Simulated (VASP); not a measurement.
Here is a VASP 6.6.1 calculation.

INCAR

```
SYSTEM = SnO2
PREC     = Accurate       ! precision mode
ENCUT    = 520            ! plane-wave cutoff, eV
EDIFF    = 1E-7           ! SCF threshold, eV
ISMEAR   = -1             ! smearing method
SIGMA    = 0.06122561905347299 ! smearing width, eV
LREAL    = .FALSE.        ! projectors in reciprocal space
LASPH    = .TRUE.         ! aspherical terms in the spheres
NELM     = 100            ! most SCF steps
ALGO     = Normal         ! electronic algorithm
ISIF     = 2              ! what is computed and relaxed
LWAVE    = .FALSE.        ! write WAVECAR
LCHARG   = .TRUE.         ! write CHGCAR
GGA      = PE             ! functional
LELF     = .TRUE.         ! ELF
LVHAR    = .TRUE.       
NBANDS   = 20             ! bands
```

The input KPOINTS:

```
regular mesh
0
G
  13 13 13
  0 0 0
```

The input POSCAR:

```
SnO2
1.0
    0.0000000000      2.5366893552      2.5366893552
    2.5366893552      0.0000000000      2.5366893552
    2.5366893552      2.5366893552      0.0000000000
Sn O
1 2
Direct
    0.0000000000      0.0000000000      0.0000000000
    0.2500000000      0.2500000000      0.2500000000
    0.7500000000      0.7500000000      0.7500000000
```

Potentials or basis: VASP PAW PBE potentials, release 64 (Sn_d, O).

Launch:

```console
$ cat potpaw_PBE.64/Sn_d/POTCAR potpaw_PBE.64/O/POTCAR > POTCAR
$ mpirun -np 1 vasp_std > vasp.out
```

(1) Estimate the pressure.

(2) Predict the band gap on the k mesh.

Answers

(1) 9.1 GPa.

(2) 0.29 eV (least direct gap 1.63 eV).

Caveat: the cell stands under pressure; semilocal functionals underestimate gaps, and a narrow one can read as zero; spin-orbit coupling is left out, which moves the levels of the heavy elements; an odd mesh through Γ misses points on the zone boundary, where band edges can lie.
